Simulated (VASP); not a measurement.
# Ti (I4/mmm) in VASP: further runs

Ti is run at these levels: PBE; tasks: single point.

Everything below comes from runs of VASP 6.6.1. Logs are shortened: lines on timing, memory, paths and dates and some standing lists are left out, and cuts for length are marked.

## (1) The cell of the first run

Symmetry: I4/mmm, No. 139, tetragonal system. The conventional cell has a = 3.101 Å, b = 3.101 Å, c = 4.060 Å, α = 90.00°, β = 90.00°, γ = 90.00°. Ti (site symmetry 4/mmm) has 12 Ti at 2.99 to 3.10 Å within 3.9 Å.

## (2) Single point, PBE (strain +0.080 along x and y, +0.000 along z)

Input file INCAR:

```
SYSTEM = Ti
PREC = Accurate
ENCUT = 520
EDIFF = 1E-7
ISMEAR = 0
SIGMA = 0.15
LREAL = .False.
LASPH = .True.
NELM = 100
ALGO = Fast
ISIF = 2
LWAVE = .False.
LCHARG = .True.
GGA = PE
LELF = .True.
LVHAR = .True.
NBANDS = 12
```

Input file KPOINTS:

```
regular mesh
0
Gamma
  20 20 20
  0 0 0
```

Input file POSCAR:

```
Ti
1.0
    0.0000000000      2.1924000000      2.0300000000
    2.1924000000      0.0000000000      2.0300000000
    2.1924000000      2.1924000000      0.0000000000
Ti
1
Direct
    0.0000000000      0.0000000000      0.0000000000
```

Potentials or basis: VASP PAW PBE potentials, release 64 (Ti_sv).

Run with:

```sh
$ cat potpaw_PBE.64/Ti_sv/POTCAR > POTCAR
$ mpirun -np 1 vasp_std > vasp.out
```

OUTCAR:

```text
SYSTEM = Ti
   PREC = Accurate
   ENCUT = 520
   EDIFF = 1E-7
   ISMEAR = 0
   LREAL = .False.
   LASPH = .True.
   NELM = 100
   ISIF = 2
   GGA = PE

 ion  position               nearest neighbor table
   1  0.000  0.000  0.000-

  LATTYP: Found a body centered tetragonal cell.
 ALAT       =     3.1005218141
 C/A-ratio  =     1.3094570022

  Lattice vectors:

 A1 = (   0.0000000000,  -2.1924000000,  -2.0300000000)
 A2 = (   0.0000000000,   2.1924000000,  -2.0300000000)
 A3 = (   2.1924000000,   0.0000000000,   2.0300000000)

Analysis of symmetry for initial positions (statically):
=====================================================================
 Subroutine PRICEL returns:
 Original cell was already a primitive cell.

 Routine SETGRP: Setting up the symmetry group for a
 body centered tetragonal supercell.

 Subroutine GETGRP returns: Found 16 space group operations
 (whereof 16 operations were pure point group operations)
 out of a pool of 16 trial point group operations.

The static configuration has the point symmetry D_4h.

Analysis of symmetry for dynamics (positions and initial velocities):
=====================================================================
 Subroutine PRICEL returns:
 Original cell was already a primitive cell.

 Routine SETGRP: Setting up the symmetry group for a
 body centered tetragonal supercell.

 Subroutine GETGRP returns: Found 16 space group operations
 (whereof 16 operations were pure point group operations)
 out of a pool of 16 trial point group operations.

The dynamic configuration has the point symmetry D_4h.

 Subroutine INISYM returns: Found 16 space group operations
 (whereof 16 operations are pure point group operations),
 and found     1 'primitive' translations

----------------------------------------------------------------------------------------

                                     Primitive cell

  volume of cell :      19.5149

  direct lattice vectors                    reciprocal lattice vectors
     0.000000000  2.192400000  2.030000000    -0.228060573  0.228060573  0.246305419
     2.192400000  0.000000000  2.030000000     0.228060573 -0.228060573  0.246305419
     2.192400000  2.192400000  0.000000000     0.228060573  0.228060573 -0.246305419

  length of vectors
     2.987895206  2.987895206  3.100521814     0.405819676  0.405819676  0.405819676

  position of ions in fractional coordinates (direct lattice)
     0.000000000  0.000000000  0.000000000

  ion indices of the primitive-cell ions
   primitive index   ion index
                 1           1

----------------------------------------------------------------------------------------

 KPOINTS: regular mesh

Automatic generation of k-mesh.
 Grid dimensions read from file:
 generate k-points for:   20   20   20

 Generating k-lattice:

  Cartesian coordinates                     Fractional coordinates (reciprocal lattice)
    -0.011403029  0.011403029  0.012315271     0.050000000  0.000000000  0.000000000
     0.011403029 -0.011403029  0.012315271     0.000000000  0.050000000  0.000000000
     0.011403029  0.011403029 -0.012315271     0.000000000  0.000000000  0.050000000

  Length of vectors
     0.020290984  0.020290984  0.020290984

  Shift w.r.t. Gamma in fractional coordinates (k-lattice)
     0.000000000  0.000000000  0.000000000

 Subroutine IBZKPT returns following result:
 ===========================================

 Found    641 irreducible k-points:

 Following reciprocal coordinates:
            Coordinates               Weight
  0.000000  0.000000  0.000000      1.000000
  0.050000  0.000000  0.000000      8.000000
  0.100000  0.000000  0.000000      8.000000
  0.150000  0.000000  0.000000      8.000000
  0.200000  0.000000  0.000000      8.000000
  0.250000  0.000000  0.000000      8.000000
[... 16 lines left out ...]
 -0.400000  0.050000  0.000000      8.000000
 -0.350000  0.050000  0.000000      8.000000
 [... further k-points ...]
   k-points           NKPTS =    641   k-points in BZ     NKDIM =    641   number of bands    NBANDS=     12
   number of dos      NEDOS =    301   number of ions     NIONS =      1
   total plane-waves  NPLWV =  13824
   dimension x,y,z NGX =    24 NGY =   24 NGZ =   24
   dimension x,y,z NGXF=    48 NGYF=   48 NGZF=   48
   ions per type =               1
   NGX,Y,Z   is equivalent  to a cutoff of  13.35, 13.35, 12.87 a.u.
   NGXF,Y,Z  is equivalent  to a cutoff of  26.71, 26.71, 25.74 a.u.
 SYSTEM =  Ti
   PREC   = accura    normal or accurate (medium, high low for compatibility)
   ISTART =      0    job   : 0-new  1-cont  2-samecut
   ICHARG =      2    charge: 1-file 2-atom 10-const
   ISPIN  =      1    spin polarized calculation?
   LNONCOLLINEAR =      F non collinear calculations
   LSORBIT =      F    spin-orbit coupling
   LASPH  =      T    aspherical Exc in radial PAW
   ENCUT  =  520.0 eV  38.22 Ry    6.18 a.u.   5.56  5.56  5.76*2*pi/ulx,y,z
   NELM   =    100;   NELMIN=  2; NELMDL= -5     # of ELM steps
   EDIFF  = 0.1E-06   stopping-criterion for ELM
   LREAL  =      F    real-space projection
   EDIFFG = 0.1E-05   stopping-criterion for IOM
   NSW    =      0    number of steps for IOM
   IBRION =     -1    ionic relax: 0-MD 1-quasi-New 2-CG
   NFREE  =      0    steps in history (QN), initial steepest desc. (CG)
   ISIF   =      2    stress and relaxation
   ISYM   =      2    0-nonsym 1-usesym 2-fastsym
   POTIM  = 0.5000    time-step for ionic-motion
   TEBEG  =    0.0;   TEEND  =   0.0 temperature during run
   PSTRESS=    0.0 pullay stress
   NELECT =      12.0000    total number of electrons
   NUPDOWN=      -1.0000    fix difference up-down
   EMIN   =  10.00;   EMAX   =-10.00  energy-range for DOS
   EFERMI =   0.00;   METHOD = LEGACY
   ISMEAR =     0;   SIGMA  =   0.15  broadening in eV -4-tet -1-fermi 0-gaus
   EFERMI_NEDOS =   21; number of points for ismear=-14 and -15
   IALGO  =     68    algorithm
   IMIX   =      4    mixing-type and parameters
     AMIX     =   0.40;   BMIX     =  1.00
     AMIX_MAG =   1.60;   BMIX_MAG =  1.00
  volume/ion in A,a.u.               =      19.51       131.69
  Fermi-wavevector in a.u.,A,eV,Ry     =   1.392131  2.630746 26.368474  1.938028
  Thomas-Fermi vector in A             =   2.515903
   LORBIT       =      0    0 simple, 1 ext, 2 COOP (PROOUT), +10 PAW based schemes
   GGA     = PE    functional components
   LHFCALC =     F    Hartree Fock is set to
   AEXX    =    0.0000 exact exchange contribution
   IVDW    =     0    specifies the selected vdW correction
   LEPSILON=     F    determine dielectric tensor
   LRPA    =     F    only Hartree local field effects (RPA)
 non-spin polarized calculation
 RMM-DIIS sequential band-by-band and
 Gauss-broadening in eV      SIGMA  =   0.15
  energy-cutoff  :      520.00
  volume of cell :       19.51
 maximum number of plane-waves:       542
   NGX = 11   NGY = 11   NGZ = 11

 number of electron      12.0000003 magnetization

 Free energy of the ion-electron system (eV)
  ---------------------------------------------------
  ext. energy  EPLUGINS =         0.00000000
  ---------------------------------------------------
  free energy    TOTEN  =        -7.70555912 eV

  energy without entropy =       -7.68138238  energy(sigma->0) =       -7.69347075

 E-fermi :   7.0251     XC(G=0): -10.9619

 val. band max:        7.0203550155   @ k =   0.5000   0.0000   0.1000
 cond. band min:       7.0251591988   @ k =   0.3500   0.0000   0.0000
 fundamental gap:      0.0048041833
 Fermi energy:         7.0251245433

 k-point     1 :       0.0000    0.0000    0.0000
  band No.  band energies     occupation
      1     -49.8833      2.00000
      2     -25.8552      2.00000
      3     -25.8552      2.00000
      4     -25.8452      2.00000
      5       1.2423      2.00000
      6       7.6902      0.00000
      7       7.6902      0.00000
      8       8.1781      0.00000
      9       8.9130      0.00000
     10       9.4609      0.00000
     11      21.7309      0.00000
     12      25.0789      0.00000

 k-point     2 :       0.0500    0.0000    0.0000
  band No.  band energies     occupation
      1     -49.8815      2.00000
      2     -25.8643      2.00000
      3     -25.8573      2.00000
      4     -25.8484      2.00000
      5       1.3154      2.00000
      6       7.6751      0.00000
      7       7.7146      0.00000
      8       8.1753      0.00000
      9       8.9033      0.00000
     10       9.4407      0.00000
     11      21.7654      0.00000
     12      24.6498      0.00000

 k-point     3 :       0.1000    0.0000    0.0000
  band No.  band energies     occupation
      1     -49.8762      2.00000
      2     -25.8963      2.00000
      3     -25.8632      2.00000
      4     -25.8521      2.00000
      5       1.5315      2.00000
      6       7.6112      0.00000
      7       7.7769      0.00000
      8       8.1879      0.00000
      9       8.8868      0.00000
     10       9.3883      0.00000
     11      21.7781      0.00000
     12      23.5978      0.00000
[... 286 lines left out ...]
 k-point    23 :      -0.4000    0.0500    0.0000
  band No.  band energies     occupation
      1     -49.8125      2.00000
      2     -26.2692      2.00000
      3     -25.9323      2.00000
      4     -25.8942      2.00000
      5       4.5402      2.00000
      6       7.1378      0.28800
      7       7.5580      0.00000
      8       8.0687      0.00000
      9       9.9720      0.00000
     10      10.0366      0.00000
     11      14.8824      0.00000
     12      21.0499      0.00000

 k-point    24 :      -0.3500    0.0500    0.0000
  band No.  band energies     occupation
      1     -49.8202      2.00000
      2     -26.2243      2.00000
      3     -25.9225      2.00000
      4     -25.8922      2.00000
      5       4.1782      2.00000
      6       7.0160      1.06880
      7       7.6364      0.00000
      8       8.1062      0.00000
      9       9.7023      0.00000
     10       9.9011      0.00000
     11      15.8930      0.00000
     12      21.3602      0.00000

 [... further k-points ...]

------------------------ aborting loop because EDIFF is reached ----------------------------------------

  FORCE on cell =-STRESS in cart. coord.  units (eV):
  Direction    XX          YY          ZZ          XY          YZ          ZX
  --------------------------------------------------------------------------------------
  -------------------------------------------------------------------------------------
  Total       -1.3331858     -1.3331858     -1.0602403      0.0000000     -0.0000000      0.0000000
  in kB     -109.4550109   -109.4550109    -87.0460907      0.0000000     -0.0000000      0.0000000
  external PRESSURE =    -101.9853709 kB  Pullay stress =       0.0000000 kB

 VOLUME and BASIS-vectors are now :
 -----------------------------------------------------------------------------
  energy-cutoff  :      520.00
  volume of cell :       19.51
      direct lattice vectors                 reciprocal lattice vectors
     0.000000000  2.192400000  2.030000000    -0.228060573  0.228060573  0.246305419
     2.192400000  0.000000000  2.030000000     0.228060573 -0.228060573  0.246305419
     2.192400000  2.192400000  0.000000000     0.228060573  0.228060573 -0.246305419

 POSITION                                       TOTAL-FORCE (eV/Angst)
 -----------------------------------------------------------------------------------
      0.00000      0.00000      0.00000         0.000000     -0.000000      0.000000
 -----------------------------------------------------------------------------------
    total drift:                               -0.000000     -0.000000     -0.000000

  FREE ENERGIE OF THE ION-ELECTRON SYSTEM (eV)
  ---------------------------------------------------
  free  energy   TOTEN  =        -7.7055591240 eV

  energy  without entropy=       -7.6813823826  energy(sigma->0) =       -7.69347075
```

It took 2.8 min on 1 thread of AMD EPYC 9R45 (Zen 5), shared host; peak memory 0.23 GiB.

Results:

```yaml
Free_energy: -7.7056 eV
Pressure: -10.2 GPa
Band_gap_on_the_k_mesh: zero (bands 6 and 7 overlap by 1.24 eV)
```

Levels at points of the mesh, in eV from the Fermi level:
| k point | band 3 | band 4 | band 5 | band 6 | band 7 | band 8 | band 9 | band 10 |
| --- | --- | --- | --- | --- | --- | --- | --- | --- |
| (0.00, 0.00, 0.00) | -32.88 | -32.87 | -5.78 | 0.67 | 0.67 | 1.15 | 1.89 | 2.44 |
| (0.50, 0.00, 0.00) | -32.96 | -32.91 | -2.32 | 0.43 | 0.43 | 1.03 | 2.96 | 3.22 |
| (0.50, 0.50, 0.00) | -33.08 | -33.08 | -2.12 | -1.51 | 3.08 | 3.31 | 3.33 | 3.33 |
| (0.50, 0.00, 0.50) | -33.04 | -32.99 | -2.21 | -1.32 | 1.98 | 3.06 | 3.12 | 3.47 |

Caveat: the cell differs from its parent crystal (strain +0.080 along x and y, +0.000 along z); the cell stands under tension.

## (3) Single point, PBE (strain -0.080 along x and y, +0.040 along z)

Input file INCAR:

```
ALGO = Normal
EDIFF = 1E-7
ENCUT = 520
GGA = PE
ISIF = 2
ISMEAR = 0
LASPH = True
LCHARG = False
LREAL = False
LWAVE = False
NBANDS = 12
NELM = 60
PREC = Accurate
SIGMA = 0.15
```

Input file KPOINTS:

```
k-points
0
Gamma
  20 20 20
```

Input file POSCAR:

```
Ti
1.0
    0.0000000000      1.8676000000      2.1112000000
    1.8676000000      0.0000000000      2.1112000000
    1.8676000000      1.8676000000      0.0000000000
Ti
1
Direct
    0.0000000000      0.0000000000      0.0000000000
```

Potentials or basis: VASP PAW PBE potentials, release 64 (Ti_sv).

Run with:

```sh
$ cat potpaw_PBE.64/Ti_sv/POTCAR > POTCAR
$ mpirun -np 1 vasp_std > vasp.out
```

It took 66 s on 1 thread of AMD EPYC 9R45 (Zen 5), shared host; peak memory 0.19 GiB.

The run converged. Its results:

```
Free energy            : -7.6066 eV
Pressure               : 22.6 GPa
Band gap on the k mesh : zero (bands 6 and 7 overlap by 1.35 eV)
```

Stress tensor (GPa, compression positive):
```
23.55  0.00  0.00
 0.00 23.55  0.00
 0.00  0.00 20.72
```

Levels at points of the mesh, in eV from the Fermi level:
```csv
k point,band 2,band 3,band 4,band 5,band 6,band 7,band 8,band 9,band 10,band 11
"(0.00, 0.00, 0.00)",-32.05,-32.00,-32.00,-6.38,0.26,1.50,1.50,2.20,3.70,16.49
"(0.50, 0.00, 0.00)",-33.17,-32.25,-32.05,-2.94,0.29,1.26,1.49,4.17,4.60,10.18
"(0.50, 0.50, 0.00)",-33.04,-32.26,-32.26,-3.11,-1.97,2.21,4.49,4.69,4.69,11.15
"(0.50, 0.00, 0.50)",-33.09,-32.62,-32.34,-3.17,-2.16,4.20,4.23,4.69,5.24,12.22
```

Caveat: the cell differs from its parent crystal (strain -0.080 along x and y, +0.040 along z); the cell stands under pressure.

## (4) Single point, PBE (strain -0.080 along x and y, +0.080 along z)

Input file INCAR:

```
SYSTEM = Ti
  ALGO = Fast
  EDIFF = 1E-6
  ENCUT = 520
  GGA = PE
  ISIF = 2
  ISMEAR = 0
  LASPH = .TRUE.
  LCHARG = .TRUE.
  LELF = .TRUE.
  LREAL = .FALSE.
  LVHAR = .TRUE.
  LWAVE = .FALSE.
  NBANDS = 12
  NELM = 100
  PREC = Accurate
  SIGMA = 0.15
```

Input file KPOINTS:

```
k-points
0
G
  20 20 20
  0 0 0
```

Input file POSCAR:

```
Ti
1.0
    0.0000000000      1.8676000000      2.1924000000
    1.8676000000      0.0000000000      2.1924000000
    1.8676000000      1.8676000000      0.0000000000
Ti
1
Direct
    0.0000000000      0.0000000000      0.0000000000
```

Run with:

```sh
$ cat potpaw_PBE.64/Ti_sv/POTCAR > POTCAR
$ mpirun -np 1 vasp_std > vasp.out
```

It took 1.9 min on 1 thread of AMD EPYC 9R45 (Zen 5), shared host; peak memory 0.2 GiB.

It converged, with:

```yaml
Free_energy: -7.6666 eV
Pressure: 15.9 GPa
Band_gap_on_the_k_mesh: zero (bands 6 and 7 overlap by 1.36 eV)
```

Stress tensor (GPa, compression positive):
```
17.35  0.00  0.00
 0.00 17.35  0.00
 0.00  0.00 13.05
```

Levels at points of the mesh, in eV from the Fermi level:
| k point | band 4 | band 5 | band 6 | band 7 | band 8 | band 9 |
| --- | --- | --- | --- | --- | --- | --- |
| (0.00, 0.00, 0.00) | -32.08 | -6.27 | 0.08 | 1.67 | 1.67 | 1.86 |
| (0.50, 0.00, 0.00) | -32.11 | -2.80 | 0.19 | 1.18 | 1.66 | 3.98 |
| (0.50, 0.50, 0.00) | -32.28 | -2.95 | -1.79 | 1.64 | 4.38 | 4.49 |
| (0.50, 0.00, 0.50) | -32.37 | -2.99 | -1.95 | 3.84 | 4.00 | 4.76 |

Caveat: the cell differs from its parent crystal (strain -0.080 along x and y, +0.080 along z); the cell stands under pressure.

## (5) Single point, PBE (strain +0.000 along x and y, -0.080 along z)

Input file INCAR:

```
PREC = Accurate
ENCUT = 520
EDIFF = 1E-6
ISMEAR = 0
SIGMA = 0.15
LREAL = F
LASPH = T
NELM = 100
ALGO = Fast
ISIF = 2
LWAVE = F
LCHARG = F
GGA = PE
NBANDS = 12
```

Input file KPOINTS:

```
regular mesh
0
Gamma
  20 20 20
```

Input file POSCAR:

```
Ti
1.0
    0.0000000000      2.0300000000      1.8676000000
    2.0300000000      0.0000000000      1.8676000000
    2.0300000000      2.0300000000      0.0000000000
Ti
1
Direct
    0.0000000000      0.0000000000      0.0000000000
```

Run with:

```sh
$ cat potpaw_PBE.64/Ti_sv/POTCAR > POTCAR
$ mpirun -np 1 vasp_std > vasp.out
```

Wall time 2.4 min (1 thread of AMD EPYC 9R45 (Zen 5), shared host); peak memory 0.2 GiB.

The run converged. Its results:

| Quantity | Value |
| --- | --- |
| Free energy | -7.6919 eV |
| Pressure | 15.5 GPa |
| Band gap on the k mesh | zero (bands 6 and 7 overlap by 1.54 eV) |

Stress tensor (GPa, compression positive):
```
14.63  0.00  0.00
 0.00 14.63  0.00
 0.00  0.00 17.26
```

Levels at points of the mesh, in eV from the Fermi level:
```
           k point  band 3  band 4  band 5  band 6  band 7  band 8  band 9  band 10
(0.00, 0.00, 0.00)  -32.19  -32.18   -6.34    0.76    0.76    1.46    2.42     3.23
(0.50, 0.00, 0.00)  -32.37  -32.26   -2.86    0.40    1.02    1.28    3.95     4.33
(0.50, 0.50, 0.00)  -32.62  -32.62   -2.99   -2.21    4.13    4.49    4.49     4.68
(0.50, 0.00, 0.50)  -32.55  -32.42   -3.01   -1.91    2.93    4.08    4.18     4.70
```

Caveat: the cell differs from its parent crystal (strain +0.000 along x and y, -0.080 along z); the cell stands under pressure.

(Part 1 of 2 ends here.)
